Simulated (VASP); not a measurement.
# AlN (Cm) in VASP: notebook

The runs below take AlN through single point, with PBE.

Program: VASP 6.6.1. These are calculated values, not measurements. Logs are shortened: lines on timing, memory, paths and dates and some standing lists are left out, and cuts for length are marked.

### Step 1. The cell of the first run

It takes space group Cm (No. 8, monoclinic). The conventional cell has a = 5.388 Å, b = 3.111 Å, c = 9.966 Å, α = 90.00°, β = 92.58°, γ = 90.00°. Within 2.5 Å of Al (site symmetry m) lie 4 N at 1.89 to 1.97 Å. Within 2.5 Å of Al (site symmetry m) lie 4 N at 1.89 to 1.92 Å. Within 2.5 Å of Al (site symmetry m) lie 4 N at 1.89 to 1.92 Å. Within 2.5 Å of Al (site symmetry m) lie 4 N at 1.89 to 1.92 Å. N (site symmetry m) has 4 Al at 1.89 to 1.97 Å within 2.5 Å. N (site symmetry m) has 4 Al at 1.89 to 1.92 Å within 2.5 Å. N (site symmetry m) has 4 Al at 1.89 to 1.92 Å within 2.5 Å. Within 2.5 Å of N (site symmetry m) lie 4 Al at 1.89 to 1.92 Å.

### Step 2. Single point, PBE

The input, INCAR:

```
PREC = Accurate ; ENCUT = 520
EDIFF = 1E-6 ; ISMEAR = 0
SIGMA = 0.05 ; LREAL = False
LASPH = True ; NELM = 100
ALGO = Normal ; ISIF = 2
LWAVE = False ; LCHARG = False
GGA = PE ; NBANDS = 26
```

The input, KPOINTS:

```
regular mesh
0
Gamma
  8 8 3
```

The input, POSCAR:

```
AlN
1.0
   -3.1110021516      0.0000000000      0.0000000000
   -1.5555010758     -2.6942068945      0.0000000000
   -0.3887197188     -0.2244274343      9.9560000000
Al N
4 4
Direct
    0.2580509583      0.2580509583      0.9037500000
    0.2997009583      0.2997009583      0.4037500000
    0.6538592917      0.6538592917      0.1537500000
    0.6122092917      0.6122092917      0.6537500000
    0.3253157083      0.3253157083      0.0962500000
    0.2836657083      0.2836657083      0.5962500000
    0.6378240417      0.6378240417      0.3462500000
    0.5961740417      0.5961740417      0.8462500000
```

Potentials or basis: VASP PAW PBE potentials, release 64 (Al, N).

The run is started by

```bash
> cat potpaw_PBE.64/Al/POTCAR potpaw_PBE.64/N/POTCAR > POTCAR
> mpirun -np 1 vasp_std > vasp.out
```

OUTCAR:

```text
PREC = Accurate
   ENCUT = 520
   EDIFF = 1E-6
   ISMEAR = 0
   LREAL = False
   LASPH = True
   NELM = 100
   ISIF = 2
   GGA = PE

 ion  position               nearest neighbor table
   1  0.258  0.258  0.904-   8 1.89   8 1.89   8 1.89   5 1.97   3 2.97   3 2.97   4 3.07   4 3.07
                             4 3.07   3 3.35
   2  0.300  0.300  0.404-   7 1.89   7 1.89   7 1.89   6 1.92   3 3.07   3 3.07   4 3.07   4 3.07
                             4 3.07   3 3.07
   3  0.654  0.654  0.154-   5 1.89   5 1.89   5 1.89   7 1.92   1 2.97   1 2.97   2 3.07   2 3.07
                             2 3.07   1 3.35
   4  0.612  0.612  0.654-   6 1.89   6 1.89   6 1.89   8 1.92   1 3.07   1 3.07   2 3.07   2 3.07
                             2 3.07   1 3.07
   5  0.325  0.325  0.096-   3 1.89   3 1.89   3 1.89   1 1.97
   6  0.284  0.284  0.596-   4 1.89   4 1.89   4 1.89   2 1.92
   7  0.638  0.638  0.346-   2 1.89   2 1.89   2 1.89   3 1.92
   8  0.596  0.596  0.846-   1 1.89   1 1.89   1 1.89   4 1.92

  LATTYP: Found a base centered monoclinic cell.
 ALAT       =     5.3884137890
 B/A-ratio  =     0.5773502692
 C/A-ratio  =     1.8495448398
 COS(beta)  =    -0.0450381079

  Lattice vectors:

 A1 = (   3.1110021516,   0.0000000000,   0.0000000000)
 A2 = (   1.5555010758,   2.6942068945,   0.0000000000)
 A3 = (  -0.3887197188,  -0.2244274343,   9.9560000000)

Analysis of symmetry for initial positions (statically):
=====================================================================
 Subroutine PRICEL returns:
 Original cell was already a primitive cell.

 Routine SETGRP: Setting up the symmetry group for a
 base centered monoclinic supercell.

 Subroutine GETGRP returns: Found  2 space group operations
 (whereof  2 operations were pure point group operations)
 out of a pool of  4 trial point group operations.

The static configuration has the point symmetry C_1h.

Analysis of symmetry for dynamics (positions and initial velocities):
=====================================================================
 Subroutine PRICEL returns:
 Original cell was already a primitive cell.

 Routine SETGRP: Setting up the symmetry group for a
 base centered monoclinic supercell.

 Subroutine GETGRP returns: Found  2 space group operations
 (whereof  2 operations were pure point group operations)
 out of a pool of  4 trial point group operations.

The dynamic configuration has the point symmetry C_1h.

 Subroutine INISYM returns: Found  2 space group operations
 (whereof  2 operations are pure point group operations),
 and found     1 'primitive' translations

----------------------------------------------------------------------------------------

                                     Primitive cell

  volume of cell :      83.4480

  direct lattice vectors                    reciprocal lattice vectors
    -3.111002152  0.000000000  0.000000000    -0.321439829  0.185583372 -0.008366814
    -1.555501076 -2.694206895  0.000000000     0.000000000 -0.371166744 -0.008366814
    -0.388719719 -0.224427434  9.956000000     0.000000000  0.000000000  0.100441945

  length of vectors
     3.111002152  3.111002152  9.966112918     0.371261034  0.371261034  0.100441945

  position of ions in fractional coordinates (direct lattice)
     0.258050958  0.258050958  0.903750000
     0.299700958  0.299700958  0.403750000
     0.653859292  0.653859292  0.153750000
     0.612209292  0.612209292  0.653750000
     0.325315708  0.325315708  0.096250000
     0.283665708  0.283665708  0.596250000
     0.637824042  0.637824042  0.346250000
     0.596174042  0.596174042  0.846250000

  ion indices of the primitive-cell ions
   primitive index   ion index
                 1           1
                 2           2
                 3           3
                 4           4
                 5           5
                 6           6
                 7           7
                 8           8

----------------------------------------------------------------------------------------

 KPOINTS: regular mesh

Automatic generation of k-mesh.
 Grid dimensions read from file:
 generate k-points for:    8    8    3

 Generating k-lattice:

  Cartesian coordinates                     Fractional coordinates (reciprocal lattice)
    -0.040179979  0.023197921 -0.001045852     0.125000000  0.000000000  0.000000000
     0.000000000 -0.046395843 -0.001045852     0.000000000  0.125000000  0.000000000
     0.000000000  0.000000000  0.033480648     0.000000000  0.000000000  0.333333333

  Length of vectors
     0.046407629  0.046407629  0.033480648

  Shift w.r.t. Gamma in fractional coordinates (k-lattice)
     0.000000000  0.000000000  0.000000000

 Subroutine IBZKPT returns following result:
 ===========================================

 Found     57 irreducible k-points:

 Following reciprocal coordinates:
            Coordinates               Weight
  0.000000  0.000000  0.000000      1.000000
  0.125000  0.000000  0.000000      4.000000
  0.250000  0.000000  0.000000      4.000000
  0.375000  0.000000  0.000000      4.000000
  0.500000  0.000000  0.000000      2.000000
  0.125000  0.125000  0.000000      2.000000
[... 16 lines left out ...]
  0.125000  0.000000  0.333333      4.000000
  0.250000  0.000000  0.333333      4.000000
 [... further k-points ...]
   k-points           NKPTS =     57   k-points in BZ     NKDIM =     57   number of bands    NBANDS=     26
   number of dos      NEDOS =    301   number of ions     NIONS =      8
   total plane-waves  NPLWV =  46080
   dimension x,y,z NGX =    24 NGY =   24 NGZ =   80
   dimension x,y,z NGXF=    48 NGYF=   48 NGZF=  160
   ions per type =               4   4
   NGX,Y,Z   is equivalent  to a cutoff of  12.83, 12.83, 13.34 a.u.
   NGXF,Y,Z  is equivalent  to a cutoff of  25.65, 25.65, 26.69 a.u.
 SYSTEM =  unknown system
   PREC   = accura    normal or accurate (medium, high low for compatibility)
   ISTART =      0    job   : 0-new  1-cont  2-samecut
   ICHARG =      2    charge: 1-file 2-atom 10-const
   ISPIN  =      1    spin polarized calculation?
   LNONCOLLINEAR =      F non collinear calculations
   LSORBIT =      F    spin-orbit coupling
   LASPH  =      T    aspherical Exc in radial PAW
   ENCUT  =  520.0 eV  38.22 Ry    6.18 a.u.   5.78  5.78 18.53*2*pi/ulx,y,z
   NELM   =    100;   NELMIN=  2; NELMDL= -5     # of ELM steps
   EDIFF  = 0.1E-05   stopping-criterion for ELM
   LREAL  =      F    real-space projection
   EDIFFG = 0.1E-04   stopping-criterion for IOM
   NSW    =      0    number of steps for IOM
   IBRION =     -1    ionic relax: 0-MD 1-quasi-New 2-CG
   NFREE  =      0    steps in history (QN), initial steepest desc. (CG)
   ISIF   =      2    stress and relaxation
   ISYM   =      2    0-nonsym 1-usesym 2-fastsym
   POTIM  = 0.5000    time-step for ionic-motion
   TEBEG  =    0.0;   TEEND  =   0.0 temperature during run
   PSTRESS=    0.0 pullay stress
   NELECT =      32.0000    total number of electrons
   NUPDOWN=      -1.0000    fix difference up-down
   EMIN   =  10.00;   EMAX   =-10.00  energy-range for DOS
   EFERMI =   0.00;   METHOD = LEGACY
   ISMEAR =     0;   SIGMA  =   0.05  broadening in eV -4-tet -1-fermi 0-gaus
   EFERMI_NEDOS =   21; number of points for ismear=-14 and -15
   IALGO  =     38    algorithm
   IMIX   =      4    mixing-type and parameters
     AMIX     =   0.40;   BMIX     =  1.00
     AMIX_MAG =   1.60;   BMIX_MAG =  1.00
  volume/ion in A,a.u.               =      10.43        70.39
  Fermi-wavevector in a.u.,A,eV,Ry     =   1.189377  2.247596 19.247033  1.414617
  Thomas-Fermi vector in A             =   2.325485
   LORBIT       =      0    0 simple, 1 ext, 2 COOP (PROOUT), +10 PAW based schemes
   GGA     = PE    functional components
   LHFCALC =     F    Hartree Fock is set to
   AEXX    =    0.0000 exact exchange contribution
   IVDW    =     0    specifies the selected vdW correction
   LEPSILON=     F    determine dielectric tensor
   LRPA    =     F    only Hartree local field effects (RPA)
 non-spin polarized calculation
 Gauss-broadening in eV      SIGMA  =   0.05
  energy-cutoff  :      520.00
  volume of cell :       83.45
 maximum number of plane-waves:      2264
   NGX = 11   NGY = 11   NGZ = 37

 number of electron      32.0000000 magnetization

 Free energy of the ion-electron system (eV)
  ---------------------------------------------------
  ext. energy  EPLUGINS =         0.00000000
  ---------------------------------------------------
  free energy    TOTEN  =       -59.29464796 eV

  energy without entropy =      -59.29464796  energy(sigma->0) =      -59.29464796

 E-fermi :   6.6489     XC(G=0): -10.9226

 val. band max:        6.4095658133   @ k =   0.0000   0.0000   0.0000
 cond. band min:      10.3022929683   @ k =   0.0000   0.0000   0.0000
 fundamental gap:      3.8927271550
 Fermi energy:         6.6488551887

 k-point     1 :       0.0000    0.0000    0.0000
  band No.  band energies     occupation
      1      -9.0176      2.00000
      2      -8.1334      2.00000
      3      -8.1166      2.00000
      4      -6.8564      2.00000
      5       0.2053      2.00000
      6       2.8610      2.00000
[... 18 lines left out ...]
     25      17.2806      0.00000
     26      17.4432      0.00000

 k-point     2 :       0.1250    0.0000    0.0000
  band No.  band energies     occupation
      1      -8.8200      2.00000
      2      -7.9730      2.00000
      3      -7.9335      2.00000
      4      -6.7444      2.00000
      5       0.4408      2.00000
      6       2.7811      2.00000
[... 18 lines left out ...]
     25      17.3258      0.00000
     26      17.9519      0.00000

 k-point     3 :       0.2500    0.0000    0.0000
  band No.  band energies     occupation
      1      -8.2698      2.00000
      2      -7.5260      2.00000
      3      -7.4582      2.00000
      4      -6.4775      2.00000
      5       1.1144      2.00000
      6       2.1183      2.00000
[... 572 lines left out ...]
 k-point    23 :       0.1250    0.0000    0.3333
  band No.  band energies     occupation
      1      -8.7231      2.00000
      2      -8.4004      2.00000
      3      -7.4319      2.00000
      4      -6.9279      2.00000
      5       0.7609      2.00000
      6       1.6885      2.00000
[... 18 lines left out ...]
     25      17.3597      0.00000
     26      17.8460      0.00000

 k-point    24 :       0.2500    0.0000    0.3333
  band No.  band energies     occupation
      1      -8.1881      2.00000
      2      -7.8769      2.00000
      3      -7.0587      2.00000
      4      -6.6128      2.00000
      5       1.2556      2.00000
      6       1.6451      2.00000
[... 18 lines left out ...]
     25      17.1371      0.00000
     26      17.5209      0.00000

 [... further k-points ...]
[... 5 lines left out ...]
  --------------------------------------------------------------------------------------
  -------------------------------------------------------------------------------------
  Total        1.9028311      1.9297363      1.6039651     -0.0233005      1.2626232      2.1869276
  in kB       36.5337870     37.0503576     30.7956482     -0.4473633     24.2419873     41.9883542
  external PRESSURE =      34.7932643 kB  Pullay stress =       0.0000000 kB

 VOLUME and BASIS-vectors are now :
 -----------------------------------------------------------------------------
  energy-cutoff  :      520.00
  volume of cell :       83.45
      direct lattice vectors                 reciprocal lattice vectors
    -3.111002152  0.000000000  0.000000000    -0.321439829  0.185583372 -0.008366814
    -1.555501076 -2.694206895  0.000000000     0.000000000 -0.371166744 -0.008366814
    -0.388719719 -0.224427434  9.956000000     0.000000000  0.000000000  0.100441945

 POSITION                                       TOTAL-FORCE (eV/Angst)
 -----------------------------------------------------------------------------------
     -1.55550     -0.89807      8.99774        -0.606470     -0.350146      0.333120
     -1.55550     -0.89807      4.01974         0.010772      0.006220      0.152210
     -3.11100     -1.79614      1.53074         0.074617      0.043080      0.385604
     -3.11100     -1.79614      6.50874        -0.042799     -0.024710      0.138970
     -1.55550     -0.89807      0.95826         0.801807      0.462924     -0.391033
     -1.55550     -0.89807      5.93626        -0.004499     -0.002597     -0.163485
     -3.11100     -1.79614      3.44726         0.031986      0.018467     -0.155209
     -3.11100     -1.79614      8.42526        -0.265415     -0.153237     -0.300178
 -----------------------------------------------------------------------------------
    total drift:                               -0.000367     -0.000212     -0.000609

  FREE ENERGIE OF THE ION-ELECTRON SYSTEM (eV)
  ---------------------------------------------------
  free  energy   TOTEN  =       -59.2946479626 eV

  energy  without entropy=      -59.2946479626  energy(sigma->0) =      -59.29464796
```

Wall time 3.6 min (1 thread of AMD EPYC 7R13, shared host); peak memory 0.22 GiB.

What came out:

```yaml
Free_energy: -59.2946 eV
Pressure: 3.5 GPa
Largest_force: 1.005 eV/Å
Band_gap_on_the_k_mesh: 3.89 eV, direct
```

Forces in eV/Å, atoms in the order of the input:
```
Al  -0.606 -0.350  0.333
Al   0.011  0.006  0.152
Al   0.075  0.043  0.386
Al  -0.043 -0.025  0.139
N    0.802  0.463 -0.391
N   -0.004 -0.003 -0.163
N    0.032  0.018 -0.155
N   -0.265 -0.153 -0.300
```

Stress tensor (GPa, compression positive):
```
 3.65 -0.04  4.20
-0.04  3.71  2.42
 4.20  2.42  3.08
```

Caveat: forces of over 1 eV/Å act on the atoms, so gaps and moduli don't describe the material at rest. A k mesh can miss the band edges.

### Step 3. Single point, PBE

The input, INCAR:

```
PREC = Accurate ; ENCUT = 520
EDIFF = 1E-7 ; ISMEAR = 0
SIGMA = 0.05 ; LREAL = False
LASPH = True ; NELM = 60
ALGO = Normal ; ISIF = 2
LWAVE = False ; LCHARG = True
GGA = PE ; LELF = True
LVHAR = True ; NBANDS = 26
```

KPOINTS is that of step 2.

The input, POSCAR:

```
AlN
1.0
   -3.1110021516      0.0000000000      0.0000000000
   -1.5555010758     -2.6942068945      0.0000000000
   -1.1666258068     -0.6735517236      9.9560000000
Al N
4 4
Direct
    0.1073958333      0.1073958333      0.9037500000
    0.2323958333      0.2323958333      0.4037500000
    0.6282291667      0.6282291667      0.1537500000
    0.5032291667      0.5032291667      0.6537500000
    0.3092708333      0.3092708333      0.0962500000
    0.1842708333      0.1842708333      0.5962500000
    0.5801041667      0.5801041667      0.3462500000
    0.4551041667      0.4551041667      0.8462500000
```

Potentials or basis: VASP PAW PBE potentials, release 64 (Al, N).

The run is started by

```bash
> cat potpaw_PBE.64/Al/POTCAR potpaw_PBE.64/N/POTCAR > POTCAR
> mpirun -np 1 vasp_std > vasp.out
```

It took 4.2 min on 1 thread of AMD EPYC 7R13, shared host; peak memory 0.22 GiB.

It converged, with:

- Free energy: -57.8870 eV
- Pressure: 3.1 GPa
- Largest force: 1.460 eV/Å
- Band gap on the k mesh: 2.84 eV, direct

Forces in eV/Å, atoms in the order of the input:
```
Al  -0.557 -0.322  0.260
Al   0.012  0.007 -0.005
Al  -0.098 -0.057  0.991
Al  -0.073 -0.042 -0.111
N    1.213  0.700  0.287
N   -0.014 -0.008 -0.081
N    0.062  0.036 -0.023
N   -0.545 -0.314 -1.318
```

Stress tensor (GPa, compression positive):
```
-1.40 -1.53  5.71
-1.53  0.37  3.30
 5.71  3.30 10.46
```

Levels at points of the mesh, in eV from the valence-band top:
| k point | band 14 | band 15 | band 16 | band 17 | band 18 | band 19 |
| --- | --- | --- | --- | --- | --- | --- |
| (0.00, 0.00, 0.00) | -0.84 | -0.80 | 0.00 | 2.84 | 5.24 | 5.83 |
| (0.50, 0.00, 0.00) | -1.73 | -1.47 | -0.61 | 3.69 | 4.26 | 5.12 |
| (0.50, 0.50, 0.00) | -1.87 | -1.27 | -0.29 | 3.34 | 4.06 | 5.22 |

Caveat: forces of over 1 eV/Å act on the atoms, so gaps and moduli don't describe the material at rest. A k mesh can miss the band edges.

### Step 4. Single point, PBE

This run uses another cell than the first one, of the same volume but with other edges.

The input, INCAR:

```
ALGO = Normal ; EDIFF = 1E-6
ENCUT = 520 ; GGA = PE
ISIF = 2 ; ISMEAR = 0
LASPH = T ; LCHARG = F
LREAL = F ; LWAVE = F
NBANDS = 26 ; NELM = 60
PREC = Accurate ; SIGMA = 0.05
```

The input, KPOINTS:

```
k-points
0
Gamma
  8 8 3
```

The input, POSCAR:

```
AlN
1.0
   -3.1110021516      0.0000000000      0.0000000000
   -1.5555010758     -2.6942068945      0.0000000000
   -1.9445318949     -1.1226760129      9.9560000000
Al N
4 4
Direct
   -0.0432592917     -0.0432592917      0.9037500000
    0.1650907083      0.1650907083      0.4037500000
    0.6025990417      0.6025990417      0.1537500000
    0.3942490417      0.3942490417      0.6537500000
    0.2932259583      0.2932259583      0.0962500000
    0.0848759583      0.0848759583      0.5962500000
    0.5223842917      0.5223842917      0.3462500000
    0.3140342917      0.3140342917      0.8462500000
```

The run is started by

```bash
> cat potpaw_PBE.64/Al/POTCAR potpaw_PBE.64/N/POTCAR > POTCAR
> mpirun -np 1 vasp_std > vasp.out
```

Wall time 3.1 min (1 thread of AMD EPYC 7R13, shared host); peak memory 0.22 GiB.

Results (log left out):

```
Free energy            : -57.7907 eV
Pressure               : 3.1 GPa
Largest force          : 1.494 eV/Å
Band gap on the k mesh : 2.79 eV, indirect (least direct gap 2.81 eV)
```

Forces in eV/Å, atoms in the order of the input:
```
Al   0.023  0.013  0.169
Al  -0.004 -0.002 -0.001
Al   0.246  0.142  1.090
Al   0.069  0.040 -0.102
N   -0.851 -0.492  0.315
N    0.021  0.012 -0.091
N   -0.060 -0.035 -0.030
N    0.556  0.321 -1.349
```

Stress tensor (GPa, compression positive):
```
 0.80  2.91 -3.69
 2.91 -2.56 -2.13
-3.69 -2.13 11.00
```

Levels at points of the mesh, in eV from the valence-band top:
```tsv
k point	band 12	band 13	band 14	band 15	band 16	band 17	band 18	band 19	band 20	band 21
(0.00, 0.00, 0.00)	-0.95	-0.95	-0.84	-0.81	-0.02	2.79	5.21	5.82	6.36	9.09
(0.50, 0.00, 0.00)	-2.35	-2.21	-1.71	-1.46	-0.52	3.48	4.46	5.24	5.45	5.95
(0.50, 0.50, 0.00)	-2.12	-2.09	-1.78	-1.30	-0.54	3.26	3.90	5.22	5.62	6.72
```

Caveat: forces of over 1 eV/Å act on the atoms, so gaps and moduli don't describe the material at rest. As with any semilocal functional, this PBE gap is likely too small.

(Part 1 of 2 ends here.)
